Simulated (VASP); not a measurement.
Write the native input for VASP 6.6.1 that does the following.

```yaml
Task: relaxation of cell and atoms
Functional: PBE
Potentials_or_basis: VASP PAW PBE potentials, release 64 (K_sv, F)
Cutoff: 600 eV
k_mesh: 6 × 6 × 8
Occupations: gaussian, width 0.02 eV
Spin: no spin polarisation
Dipole_correction: no
Further_INCAR_settings: ALGO = Normal; EDIFF = 1e-07; IBRION = 2; EDIFFG = -0.01; NSW = 100; ISIF = 3
```

The structure of KF lies in POSCAR:

```
KF
1.0
    3.6900201164      0.0000000000      0.0000000000
   -1.8450100582      3.1956511613      0.0000000000
    0.0000000000      0.0000000000      3.3563345867
K F
1 1
Direct
    0.0000000000      0.0000000000      0.5000000000
    0.6666666667      0.3333333333      0.0000000000
```

The cell was built from a structure type or drawn by symmetry, and may not be a known phase.

The input as run:

INCAR

```
  PREC = Accurate
  ENCUT = 600
  EDIFF = 1E-7
  ISMEAR = 0
  SIGMA = 0.02
  LREAL = False
  LASPH = True
  NELM = 100
  ALGO = Normal
  ISIF = 3
  LWAVE = False
  LCHARG = False
  GGA = PE
  IBRION = 2
  NSW = 100
  EDIFFG = -0.01
```

KPOINTS

```
regular mesh
0
Gamma
  6 6 8
```

Potentials or basis: VASP PAW PBE potentials, release 64 (K_sv, F).

Run with:

```console
$ cat potpaw_PBE.64/K_sv/POTCAR potpaw_PBE.64/F/POTCAR > POTCAR
$ mpirun -np 1 vasp_std > vasp.out
```

It gave:

| Property | Result |
| --- | --- |
| Relaxed volume | 19.83 Å³/atom |
| Relaxed cell | a = 3.691 Å, b = 3.691 Å, c = 3.361 Å, α = 90.00°, β = 90.00°, γ = 120.00° |
| Space group after relaxing (to 0.1 Å) | P-6m2 (No. 187) |
| Energy gained by relaxing | 0.0 meV/atom |
| Ionic steps | 3 |
| Pressure after relaxing | 0.0 GPa |
| Band gap on the k mesh | 5.64 eV |

Run time: 72 s on 1 thread of Intel Xeon 8259CL, on a shared host, peak memory 0.18 GiB.
